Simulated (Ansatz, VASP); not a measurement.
## Si4O: VASP beside Ansatz

INCAR

```
ALGO = Normal ; DIPOL = 0.5 0.5 0.327
EDIFF = 1E-6 ; ENCUT = 520
GGA = PE ; IDIPOL = 3
ISIF = 2 ; ISMEAR = 0
ISPIN = 2 ; IVDW = 12
LASPH = True ; LCHARG = False
LDIPOL = True ; LORBIT = 11
LREAL = False ; LWAVE = False
MAGMOM = 0 0 0 0 2 ; NBANDS = 23
NELM = 150 ; PREC = Accurate
SIGMA = 0.05
```

File KPOINTS:

```
k-points
0
Gamma
  7 7 1
```

POSCAR

```
Si4O
1.0
    3.8333442603      0.0000000000      0.0000000000
    0.0000000000      3.8333442603      0.0000000000
    0.0000000000      0.0000000000     21.1034818054
Si O
4 1
Direct
    0.0000000000      0.5000000000      0.1895421825
    0.0000000000      0.0000000000      0.2537634268
    0.5000000000      0.0000000000      0.3207061911
    0.5000000000      0.5000000000      0.3839879068
    0.7500000000      0.8750000000      0.4882361072
```

Input for Ansatz:

```yaml
crystal:
  lattice:
    - [3.8333442603, 0.0, 0.0]
    - [0.0, 3.8333442603, 0.0]
    - [0.0, 0.0, 21.1034818054]
  atoms:
    - { symbol: Si, position: [0.0, 0.5, 0.1895421825] }
    - { symbol: Si, position: [0.0, 0.0, 0.2537634268] }
    - { symbol: Si, position: [0.5, 0.0, 0.3207061911] }
    - { symbol: Si, position: [0.5, 0.5, 0.3839879068] }
    - { symbol: O, position: [0.75, 0.875, 0.4882361072], spin: 2.0 }
basis:
  ecutwfc: 420
kpoints:
  mp_grid: { grid: [7, 7, 1] }
hamiltonian:
  xc: pbe
  pseudopotentials: { kind: paw, azcp: { folder: soft_1 } }
  dispersion: d3bj
scf:
  occupations: { method: gaussian, width: 0.05 }
output:
  forces: true
  eigenvalues: true
  populations: true
magnetization:
  spin_polarized: true
efield:
  axis: 3
  dipole_correction: true
  ramp_width: 0.04
```

Alike in both runs: task single point; functional PBE; dispersion D3(BJ); k mesh 7 × 7 × 1; occupations gaussian, width 0.05 eV; collinear spin.

|  | VASP | Ansatz |
| --- | --- | --- |
| version | VASP 6.6.1 | Ansatz 0.2.0 |
| potentials or method | VASP PAW PBE potentials, release 64 (Si, O), cutoff 520 eV | scalar-relativistic, plane waves, PAW |
| valence electrons in the cell | 22 | 22 |

Ansatz gave:

| Property | Result |
| --- | --- |
| gap on the k mesh at the Fermi level (eV) | none |
| rms of the force components (eV/Å) | 0.536 |
| net moment per atom (μB) | 0.26 |
| size of the moment on the site where the two differ most (μB) | 1.48 |

Problem. What did VASP give for the same quantities?

Solution. gap on the k mesh at the Fermi level (eV): none; rms of the force components (eV/Å): 0.530; net moment per atom (μB): 0.30; size of the moment on the site where the two differ most (μB): 1.25.

Site moments also hang on the region over which each program counts them. Atom by atom the forces differ by 0.038 eV/Å (rms over components). A gap of «none» marks a metal or a gap that the smearing closes.
